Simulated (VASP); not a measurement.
A run of VASP 6.6.1:

INCAR

```
ALGO = Normal
EDIFF = 1E-6
ENCUT = 520
GGA = PS
ISIF = 2
ISMEAR = -1
LASPH = True
LCHARG = False
LDAU = True
LDAUJ = 0 0
LDAUL = 2 -1
LDAUPRINT = 1
LDAUTYPE = 2
LDAUU = 3 0
LMAXMIX = 4
LREAL = False
LWAVE = False
NBANDS = 18
NELM = 150
PREC = Accurate
SIGMA = 0.05
```

Contents of KPOINTS:

```
k-points
0
Gamma
  9 9 9
```

File POSCAR:

```
HfO2
1.0
    0.0000000000      2.5575000000      2.5575000000
    2.5575000000      0.0000000000      2.5575000000
    2.5575000000      2.5575000000      0.0000000000
Hf O
1 2
Direct
    0.0000000000      0.0000000000      0.0000000000
    0.7500000000      0.7500000000      0.7500000000
    0.2500000000      0.2500000000      0.2500000000
```

Potentials or basis: VASP PAW PBE potentials, release 64 (Hf_pv, O).

Run with:

```bash
$ cat potpaw_PBE.64/Hf_pv/POTCAR potpaw_PBE.64/O/POTCAR > POTCAR
$ mpirun -np 1 vasp_std > vasp.out
```

Hardware: 1 thread of AMD EPYC 9R45 96-Core Processor (Zen 5) (shared host).

**Question.** Estimate the wall time of this run.

**Answer.** It took 12 s on 1 thread of AMD EPYC 9R45 96-Core Processor (Zen 5), with other jobs on the host, peak memory 0.14 GiB. Counts: scf iterations 13, k points 35.
